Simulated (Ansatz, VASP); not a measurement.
## One calculation of ScAlN2, two programs

```
CELL_PARAMETERS angstrom
3.62033 0.00000 0.00000
-1.81017 3.13530 0.00000
0.00000 0.00000 5.37219
ATOMIC_POSITIONS crystal
Sc 0.00000 0.00000 0.50000
Al 0.00000 0.00000 0.00000
N 0.33333 0.66667 0.00000
N 0.66667 0.33333 0.00000
```

Alike in both runs: functional PBE; k mesh 5 × 5 × 2; occupations gaussian, width 0.15 eV; no spin polarisation.

Ansatz relaxed the structure, and its values are those at the end. VASP's run is a single point on that final structure, the one shown.

|  | VASP | Ansatz |
| --- | --- | --- |
| version | VASP 6.6.1 | Ansatz 0.2.0 |
| potentials or method | VASP PAW PBE potentials, release 64 (Sc_sv, Al, N), cutoff 600 eV | scalar-relativistic, plane waves, PAW |
| valence electrons in the cell | 24 | 24 |

Ansatz gave:

* gap on the k mesh at the Fermi level (eV): none
* pressure (GPa): -0.1

**Question.** Estimate VASP's values.

**Answer.** gap on the k mesh at the Fermi level (eV): none; pressure (GPa): -0.2.

A gap of «none» marks a metal or a gap that the smearing closes. With one functional, cell and mesh, what is left measures potentials, basis and numerics.

The k mesh is coarse, so the values compare programs but aren't converged.
